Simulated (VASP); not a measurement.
# PtSe2 (P-3m1) in VASP: notebook

PtSe2 is run at these levels: PBE+D3(BJ); tasks: relaxation of shape and atoms at fixed volume, single point, relaxation of cell and atoms.

All numbers are computed with VASP 6.6.1; they aren't measurements. Logs are shortened: lines on timing, memory, paths and dates and some standing lists are left out, and cuts for length are marked.

## 1. The cell of the first run

It takes space group P-3m1 (No. 164, trigonal). The conventional cell has a = 3.817 Å, b = 3.817 Å, c = 4.992 Å, α = 90.00°, β = 90.00°, γ = 120.00°. Pt (site symmetry -3m) has 6 Se at 2.56 Å within 3.4 Å. Within 3.4 Å of Se (site symmetry 3m) lie 3 Pt at 2.56 Å and 3 Se at 3.26 Å.

## 2. Relaxation of shape and atoms at fixed volume, PBE+D3(BJ) (volume scaled by 1.06)

File INCAR:

```
SYSTEM = PtSe2
PREC = Accurate
ENCUT = 600
EDIFF = 1E-6
ISMEAR = 0
SIGMA = 0.1
LREAL = .False.
LASPH = .True.
NELM = 100
ALGO = Normal
ISIF = 4
LWAVE = .False.
LCHARG = .False.
GGA = PE
IVDW = 12
IBRION = 2
NSW = 50
EDIFFG = -0.01
```

File KPOINTS:

```
regular mesh
0
Gamma
  15 15 10
  0 0 0
```

File POSCAR:

```
PtSe2
1.0
    3.8167467341      0.0000000000      0.0000000000
   -1.9083733671      3.3053996316      0.0000000000
    0.0000000000      0.0000000000      4.9920902098
Pt Se
1 2
Direct
    0.0000000000      0.0000000000      0.0000000000
    0.3333333333      0.6666666667      0.2596012140
    0.6666666667      0.3333333333      0.7403987860
```

Potentials or basis: VASP PAW PBE potentials, release 64 (Pt, Se).

Launch:

```bash
$ cat potpaw_PBE.64/Pt/POTCAR potpaw_PBE.64/Se/POTCAR > POTCAR
$ mpirun -np 1 vasp_std > vasp.out
```

OUTCAR:

```text
SYSTEM = PtSe2
   PREC = Accurate
   ENCUT = 600
   EDIFF = 1E-6
   ISMEAR = 0
   LREAL = .False.
   LASPH = .True.
   NELM = 100
   ISIF = 4
   GGA = PE
   IVDW = 12
   IBRION = 2
   NSW = 50
   EDIFFG = -0.01
 IVDW          = 12

 ion  position               nearest neighbor table
   1  0.000  0.000  0.000-   2 2.56   3 2.56   3 2.56   2 2.56   3 2.56   2 2.56
   2  0.333  0.667  0.260-   1 2.56   1 2.56   1 2.56
   3  0.667  0.333  0.740-   1 2.56   1 2.56   1 2.56

  LATTYP: Found a hexagonal cell.
 ALAT       =     3.8167467341
 C/A-ratio  =     1.3079437955

  Lattice vectors:

 A1 = (   3.8167467341,   0.0000000000,   0.0000000000)
 A2 = (  -1.9083733671,   3.3053996316,   0.0000000000)
 A3 = (   0.0000000000,   0.0000000000,   4.9920902098)

Analysis of symmetry for initial positions (statically):
=====================================================================
 Subroutine PRICEL returns:
 Original cell was already a primitive cell.

 Routine SETGRP: Setting up the symmetry group for a
 hexagonal supercell.

 Subroutine GETGRP returns: Found 12 space group operations
 (whereof 12 operations were pure point group operations)
 out of a pool of 24 trial point group operations.

The static configuration has the point symmetry D_3d.

Analysis of symmetry for dynamics (positions and initial velocities):
=====================================================================
 Subroutine PRICEL returns:
 Original cell was already a primitive cell.

 Routine SETGRP: Setting up the symmetry group for a
 hexagonal supercell.

 Subroutine GETGRP returns: Found 12 space group operations
 (whereof 12 operations were pure point group operations)
 out of a pool of 24 trial point group operations.

The dynamic configuration has the point symmetry D_3d.

 Subroutine INISYM returns: Found 12 space group operations
 (whereof 12 operations are pure point group operations),
 and found     1 'primitive' translations

----------------------------------------------------------------------------------------

                                     Primitive cell

  volume of cell :      62.9796

  direct lattice vectors                    reciprocal lattice vectors
     3.816746734  0.000000000  0.000000000     0.262003237  0.151267640  0.000000000
    -1.908373367  3.305399632  0.000000000     0.000000000  0.302535279  0.000000000
     0.000000000  0.000000000  4.992090210     0.000000000  0.000000000  0.200316893

  length of vectors
     3.816746734  3.816746734  4.992090210     0.302535279  0.302535279  0.200316893

  position of ions in fractional coordinates (direct lattice)
     0.000000000  0.000000000  0.000000000
     0.333333333  0.666666667  0.259601214
     0.666666667  0.333333333  0.740398786

  ion indices of the primitive-cell ions
   primitive index   ion index
                 1           1
                 2           2
                 3           3

----------------------------------------------------------------------------------------

 KPOINTS: regular mesh

Automatic generation of k-mesh.
 Grid dimensions read from file:
 generate k-points for:   15   15   10

 Generating k-lattice:

  Cartesian coordinates                     Fractional coordinates (reciprocal lattice)
     0.017466882  0.010084509  0.000000000     0.066666667  0.000000000  0.000000000
     0.000000000  0.020169019  0.000000000     0.000000000  0.066666667  0.000000000
     0.000000000  0.000000000  0.020031689     0.000000000  0.000000000  0.100000000

  Length of vectors
     0.020169019  0.020169019  0.020031689

  Shift w.r.t. Gamma in fractional coordinates (k-lattice)
     0.000000000  0.000000000  0.000000000

 Subroutine IBZKPT returns following result:
 ===========================================

 Found    238 irreducible k-points:

 Following reciprocal coordinates:
            Coordinates               Weight
  0.000000  0.000000  0.000000      1.000000
  0.066667  0.000000  0.000000      6.000000
  0.133333  0.000000  0.000000      6.000000
  0.200000  0.000000  0.000000      6.000000
  0.266667  0.000000  0.000000      6.000000
  0.333333  0.000000  0.000000      6.000000
[... 16 lines left out ...]
  0.333333  0.200000  0.000000     12.000000
  0.400000  0.200000  0.000000      6.000000
 [... further k-points ...]
   k-points           NKPTS =    238   k-points in BZ     NKDIM =    238   number of bands    NBANDS=     15
   number of dos      NEDOS =    301   number of ions     NIONS =      3
   total plane-waves  NPLWV =  36000
   dimension x,y,z NGX =    30 NGY =   30 NGZ =   40
   dimension x,y,z NGXF=    60 NGYF=   60 NGZF=   80
   ions per type =               1   2
   NGX,Y,Z   is equivalent  to a cutoff of  13.07, 13.07, 13.32 a.u.
   NGXF,Y,Z  is equivalent  to a cutoff of  26.13, 26.13, 26.64 a.u.
 SYSTEM =  PtSe2
   PREC   = accura    normal or accurate (medium, high low for compatibility)
   ISTART =      0    job   : 0-new  1-cont  2-samecut
   ICHARG =      2    charge: 1-file 2-atom 10-const
   ISPIN  =      1    spin polarized calculation?
   LNONCOLLINEAR =      F non collinear calculations
   LSORBIT =      F    spin-orbit coupling
   LASPH  =      T    aspherical Exc in radial PAW
   ENCUT  =  600.0 eV  44.10 Ry    6.64 a.u.   7.62  7.62  9.97*2*pi/ulx,y,z
   NELM   =    100;   NELMIN=  2; NELMDL= -5     # of ELM steps
   EDIFF  = 0.1E-05   stopping-criterion for ELM
   LREAL  =      F    real-space projection
   EDIFFG = -.1E-01   stopping-criterion for IOM
   NSW    =     50    number of steps for IOM
   IBRION =      2    ionic relax: 0-MD 1-quasi-New 2-CG
   NFREE  =      1    steps in history (QN), initial steepest desc. (CG)
   ISIF   =      4    stress and relaxation
   ISYM   =      2    0-nonsym 1-usesym 2-fastsym
   POTIM  = 0.5000    time-step for ionic-motion
   TEBEG  =    0.0;   TEEND  =   0.0 temperature during run
   PSTRESS=    0.0 pullay stress
   NELECT =      22.0000    total number of electrons
   NUPDOWN=      -1.0000    fix difference up-down
   EMIN   =  10.00;   EMAX   =-10.00  energy-range for DOS
   EFERMI =   0.00;   METHOD = LEGACY
   ISMEAR =     0;   SIGMA  =   0.10  broadening in eV -4-tet -1-fermi 0-gaus
   EFERMI_NEDOS =   21; number of points for ismear=-14 and -15
   IALGO  =     38    algorithm
   IMIX   =      4    mixing-type and parameters
     AMIX     =   0.40;   BMIX     =  1.00
     AMIX_MAG =   1.60;   BMIX_MAG =  1.00
  volume/ion in A,a.u.               =      20.99       141.67
  Fermi-wavevector in a.u.,A,eV,Ry     =   1.152964  2.178786 18.086583  1.329326
  Thomas-Fermi vector in A             =   2.289612
   LORBIT       =      0    0 simple, 1 ext, 2 COOP (PROOUT), +10 PAW based schemes
   GGA     = PE    functional components
   LHFCALC =     F    Hartree Fock is set to
   AEXX    =    0.0000 exact exchange contribution
   IVDW    =    12    specifies the selected vdW correction
   LEPSILON=     F    determine dielectric tensor
   LRPA    =     F    only Hartree local field effects (RPA)
 conjugate gradient relaxation of ions
 non-spin polarized calculation
 Gauss-broadening in eV      SIGMA  =   0.10
  energy-cutoff  :      600.00
  volume of cell :       62.98
 maximum number of plane-waves:      2144
   NGX = 15   NGY = 15   NGZ = 19

--------------------------------------- Ionic step        1  -------------------------------------------

 number of electron      22.0000001 magnetization

 Free energy of the ion-electron system (eV)
  ---------------------------------------------------
  ext. energy  EPLUGINS =         0.00000000
  ---------------------------------------------------
  free energy    TOTEN  =       -14.24139672 eV

  energy without entropy =      -14.23775274  energy(sigma->0) =      -14.23957473

------------------------ aborting loop because EDIFF is reached ----------------------------------------

 Edisp (eV)   -1.38356

 E8    (eV) :    -0.5945

  FORCE on cell =-STRESS in cart. coord.  units (eV):
  Direction    XX          YY          ZZ          XY          YZ          ZX
  --------------------------------------------------------------------------------------
  -------------------------------------------------------------------------------------
  Total      -1.97301    -1.97301    -1.51919     0.00000     0.00000    -0.00000
  in kB     -50.19263   -50.19263   -38.64769     0.00000     0.00000    -0.00000
  external pressure =      -46.34 kB  Pullay stress =        0.00 kB

 VOLUME and BASIS-vectors are now :
 -----------------------------------------------------------------------------
  energy-cutoff  :      600.00
  volume of cell :       62.98
      direct lattice vectors                 reciprocal lattice vectors
     3.816746734  0.000000000  0.000000000     0.262003237  0.151267640  0.000000000
    -1.908373367  3.305399632  0.000000000     0.000000000  0.302535279  0.000000000
     0.000000000  0.000000000  4.992090210     0.000000000  0.000000000  0.200316893
[... 165 lines left out ...]
 POSITION                                       TOTAL-FORCE (eV/Angst)
 -----------------------------------------------------------------------------------
      1.89362      3.27985      5.07016        -0.000000      0.000000      0.000000
     -0.00000      2.18657      1.28393        -0.000000      0.000000      0.016995
      1.89362      1.09328      3.78623         0.000000     -0.000000     -0.016995
 -----------------------------------------------------------------------------------
    total drift:                                0.000000     -0.000000      0.000000

  FREE ENERGIE OF THE ION-ELECTRON SYSTEM (eV)
  ---------------------------------------------------
  free  energy   TOTEN  =       -15.6378863124 eV

  energy  without entropy=      -15.6345564712  energy(sigma->0) =      -15.63622139

--------------------------------------- Ionic step        6  -------------------------------------------

 number of electron      22.0000003 magnetization

 Free energy of the ion-electron system (eV)
  ---------------------------------------------------
  ext. energy  EPLUGINS =         0.00000000
  ---------------------------------------------------
  free energy    TOTEN  =       -14.25652081 eV

  energy without entropy =      -14.25322141  energy(sigma->0) =      -14.25487111

 E-fermi :   6.0309     XC(G=0): -10.4777

 val. band max:        6.0202631810   @ k =   0.3333   0.3333   0.0000
 cond. band min:       6.0535843094   @ k =   0.1333   0.1333   0.5000
 fundamental gap:      0.0333211283
 Fermi energy:         6.0309033663

 k-point     1 :       0.0000    0.0000    0.0000
  band No.  band energies     occupation
      1      -9.3101      2.00000
      2      -6.6857      2.00000
      3      -0.8141      2.00000
      4      -0.0704      2.00000
      5      -0.0704      2.00000
      6       2.2764      2.00000
      7       2.2764      2.00000
      8       3.5725      2.00000
      9       5.0192      2.00000
     10       5.0192      2.00000
     11       6.4947      0.00000
     12       7.3489      0.00000
     13       7.3489      0.00000
     14       9.6862      0.00000
     15       9.9395      0.00000
[... 397 lines left out ...]
 k-point    24 :       0.4000    0.2000    0.0000
  band No.  band energies     occupation
      1      -7.5647      2.00000
      2      -7.4226      2.00000
      3      -0.7085      2.00000
      4       0.3024      2.00000
      5       0.8107      2.00000
      6       1.3130      2.00000
      7       1.7287      2.00000
      8       2.6444      2.00000
      9       3.1335      2.00000
     10       3.5366      2.00000
     11       4.4956      2.00000
     12       6.2427      0.00274
     13       6.7445      0.00000
     14      10.2221      0.00000
     15      12.8956      0.00000

 [... further k-points ...]

------------------------ aborting loop because EDIFF is reached ----------------------------------------

 Edisp (eV)   -1.38151

 E8    (eV) :    -0.5932

  FORCE on cell =-STRESS in cart. coord.  units (eV):
  Direction    XX          YY          ZZ          XY          YZ          ZX
  --------------------------------------------------------------------------------------
  -------------------------------------------------------------------------------------
  Total      -0.91107    -0.91107    -0.91014     0.00000     0.00000     0.00000
  in kB     -23.17735   -23.17735   -23.15363     0.00000     0.00000     0.00000
  external pressure =      -23.17 kB  Pullay stress =        0.00 kB

 VOLUME and BASIS-vectors are now :
 -----------------------------------------------------------------------------
  energy-cutoff  :      600.00
  volume of cell :       62.98
      direct lattice vectors                 reciprocal lattice vectors
     3.782250675  0.000000000 -0.000000000     0.264392841  0.152647278  0.000000000
    -1.891125338  3.275525168 -0.000000000    -0.000000000  0.305294555 -0.000000000
    -0.000000000  0.000000000  5.083566298     0.000000000  0.000000000  0.196712296

 POSITION                                       TOTAL-FORCE (eV/Angst)
 -----------------------------------------------------------------------------------
      0.00000      0.00000      0.00000         0.000000      0.000000      0.000000
     -0.00000      2.18368      1.28823         0.000000     -0.000000     -0.000873
      1.89113      1.09184      3.79533        -0.000000      0.000000      0.000873
 -----------------------------------------------------------------------------------
    total drift:                               -0.000000     -0.000000     -0.000000

  FREE ENERGIE OF THE ION-ELECTRON SYSTEM (eV)
  ---------------------------------------------------
  free  energy   TOTEN  =       -15.6380310130 eV

  energy  without entropy=      -15.6347316157  energy(sigma->0) =      -15.63638131

 reached required accuracy - stopping structural energy minimisation
```

Wall time 7 min (1 thread of AMD EPYC 9R45 (Zen 5), shared host); peak memory 0.41 GiB.

Results:

```
Free energy                : -15.6380 eV
Energy gained by relaxing  : 4.4 meV/atom
Ionic steps                : 6
Pressure after relaxing    : -2.3 GPa
Band gap on the k mesh     : zero (band 11 reaches 6.49 eV, above the bottom of band 12 at 5.98 eV)
Dispersion energy per atom : -0.461 eV
```

Step by step:
```csv
step,energy change (eV),largest force (eV/Å),pressure (GPa),volume (Å³)
1,0.0000,0.2818,-4.63,62.98
2,-0.0079,0.1523,-3.78,62.98
3,-0.0122,0.0150,-2.65,62.98
4,-0.0122,0.0421,-2.46,62.98
5,-0.0129,0.0170,-2.37,62.98
6,-0.0131,0.0009,-2.32,62.98
```

Final structure:
```
Pt Se
1.0
     3.78225    0.00000    0.00000
    -1.89113    3.27553    0.00000
     0.00000    0.00000    5.08357
Pt Se
1 2
Direct
  0.00000 0.00000 0.00000
  0.33333 0.66667 0.25341
  0.66667 0.33333 0.74659
```

Levels at points of the mesh, in eV from the Fermi level:
```
           k point  band 8  band 9  band 10  band 11  band 12  band 13  band 14  band 15
(0.00, 0.00, 0.00)   -2.46   -1.01    -1.01     0.46     1.32     1.32     3.66     3.91
(0.00, 0.00, 0.50)   -2.81   -1.73    -1.47    -1.47     2.17     2.17     4.85     6.09
```

Caveat: the cell differs from its parent crystal (volume scaled by 1.06); spin-orbit coupling is left out, which moves the levels of the heavy elements; pairwise dispersion overbinds metals, which lowers pressure and volume.

## 3. Single point, PBE+D3(BJ)

This run uses another cell than the first one, of 20.27 Å³/atom, 0.965 times its volume.

File INCAR:

```
SYSTEM = PtSe2
ALGO     = Normal         ! electronic algorithm
EDIFF    = 1E-6           ! SCF threshold, eV
ENCUT    = 520            ! plane-wave cutoff, eV
GGA      = PE             ! functional
ISIF     = 2              ! what is computed and relaxed
ISMEAR   = 0              ! smearing method
IVDW     = 12             ! dispersion correction
LASPH    = .TRUE.         ! aspherical terms in the spheres
LCHARG   = .FALSE.        ! write CHGCAR
LREAL    = .FALSE.        ! projectors in reciprocal space
LWAVE    = .FALSE.        ! write WAVECAR
NBANDS   = 18             ! bands
NELM     = 60             ! most SCF steps
PREC     = Accurate       ! precision mode
SIGMA    = 0.1            ! smearing width, eV
```

File KPOINTS:

```
k-points
0
G
  6 6 4
  0 0 0
```

File POSCAR:

```
PtSe2
1.0
    3.7240006046      0.0000000000      0.0000000000
   -1.8620003023      3.2250791273      0.0000000000
    0.0000000000      0.0000000000      5.0620000000
Pt Se
1 2
Direct
    0.0000000000      0.0000000000      0.0000000000
    0.3333333333      0.6666666667      0.2500000000
    0.6666666667      0.3333333333      0.7500000000
```

Potentials or basis: VASP PAW PBE potentials, release 64 (Pt, Se).

Launch:

```bash
$ cat potpaw_PBE.64/Pt/POTCAR potpaw_PBE.64/Se/POTCAR > POTCAR
$ mpirun -np 1 vasp_std > vasp.out
```

Run time: 12 s. Hardware: 1 thread of Intel Xeon 6975P-C (Granite Rapids), shared host; peak memory 0.19 GiB.

Results (log left out):

```yaml
Free_energy: -15.6186 eV
Pressure: 3.5 GPa
Largest_force: 0.609 eV/Å
Band_gap_on_the_k_mesh: zero (band 11 reaches 6.94 eV, above the bottom of band 12 at 6.56 eV)
Dispersion_energy_per_atom: -0.477 eV
```

Forces in eV/Å, atoms in the order of the input:
```
Pt   0.000  0.000  0.000
Se   0.000  0.000  0.609
Se   0.000  0.000 -0.609
```

Stress tensor (GPa, compression positive):
```
4.15 0.00 0.00
0.00 4.15 0.00
0.00 0.00 2.16
```

Levels at points of the mesh, in eV from the Fermi level:
```
           k point  band 7  band 8  band 9  band 10  band 11  band 12  band 13  band 14  band 15  band 16
(0.00, 0.00, 0.00)   -4.03   -2.59   -1.08    -1.08     0.40     1.46     1.46     3.61     4.21     7.27
(0.50, 0.00, 0.00)   -3.72   -3.56   -3.52    -3.44    -2.98     0.66     2.35     4.78     5.83     7.10
(0.00, 0.00, 0.50)   -4.06   -2.96   -1.72    -1.51    -1.51     2.30     2.30     4.80     6.32     6.75
(0.50, 0.00, 0.50)   -3.55   -3.54   -3.24    -2.86    -1.39     0.99     1.52     4.56     4.78     7.16
```

Caveat: spin-orbit coupling is left out, which moves the levels of the heavy elements; pairwise dispersion overbinds metals, which lowers pressure and volume.

[end of part 1 of 3]
